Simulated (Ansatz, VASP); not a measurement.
## Two plane-wave programs on BN

INCAR

```
SYSTEM = BN
PREC     = Accurate       ! precision mode
ENCUT    = 520            ! plane-wave cutoff, eV
EDIFF    = 1E-8           ! SCF threshold, eV
ISMEAR   = -1             ! smearing method
SIGMA    = 0.02           ! smearing width, eV
LREAL    = .False.        ! projectors in reciprocal space
LASPH    = .True.         ! aspherical terms in the spheres
NELM     = 60             ! most SCF steps
ALGO     = Normal         ! electronic algorithm
ISIF     = 2              ! what is computed and relaxed
LWAVE    = .False.        ! write WAVECAR
LCHARG   = .False.        ! write CHGCAR
GGA      = PE             ! functional
LEFG     = .True.       
NBANDS   = 16             ! bands
```

The input KPOINTS:

```
regular mesh
0
Gamma
  11 11 4
  0 0 0
```

File POSCAR:

```
BN
1.0
    2.5039917043     -0.0375598756     -0.0375598756
   -1.2845236586      2.1873003646     -0.0137478686
   -0.0999180000     -0.0999180000      6.6612000000
B N
2 2
Direct
    0.3333333333      0.6666666667      0.2500000000
    0.6666666667      0.3333333333      0.7500000000
    0.3333333333      0.6666666667      0.7500000000
    0.6666666667      0.3333333333      0.2500000000
```

Input for Ansatz:

```yaml
crystal:
  lattice:
    - [2.5039917043, -0.0375598756, -0.0375598756]
    - [-1.2845236586, 2.1873003646, -0.0137478686]
    - [-0.099918, -0.099918, 6.6612]
  atoms:
    - { symbol: B, position: [0.3333333333, 0.6666666667, 0.25] }
    - { symbol: B, position: [0.6666666667, 0.3333333333, 0.75] }
    - { symbol: "N", position: [0.3333333333, 0.6666666667, 0.75] }
    - { symbol: "N", position: [0.6666666667, 0.3333333333, 0.25] }
kpoints:
  mp_grid: { grid: [11, 11, 4] }
scf:
  occupations: { method: fermi_dirac, width: 0.02 }
hamiltonian:
  xc: pbe
  pseudopotentials: { kind: paw }
output:
  forces: true
  stress: true
  eigenvalues: true
  efg: { contact_densities: true }
```

Change from the starting cell: equal xy, yz and zx shear strains of -3 %, PAW files.

Alike in both runs: task electric field gradients; functional PBE; k mesh 11 × 11 × 4; occupations fermi-dirac, width 0.02 eV; no spin polarisation.

|  | VASP | Ansatz |
| --- | --- | --- |
| version | VASP 6.6.1 | Ansatz 0.2.0 |
| potentials or method | VASP PAW PBE potentials, release 64 (B, N) | PAW with Ansatz's default frozen-core files, scalar-relativistic |
| plane-wave cutoff (eV) | 520 | 420 |
| valence electrons in the cell | 16 | 16 |

VASP gave:

* gap on the k mesh at the Fermi level (eV): 4.23
* pressure (GPa): 3.6
* traceless stress, the component that is largest in VASP (GPa): 11.16
* rms of the force components (eV/Å): 0.219
* size of Vzz on the site where it differs most (V/Å²): 35.0

Which values does Ansatz return?

gap on the k mesh at the Fermi level (eV): 4.23; pressure (GPa): 3.5; traceless stress, the component that is largest in VASP (GPa): 11.13; rms of the force components (eV/Å): 0.219; size of Vzz on the site where it differs most (V/Å²): 28.1.

Atom by atom the forces differ by 0.000 eV/Å (rms over components). With one functional, cell and mesh, what is left measures potentials, basis and numerics.
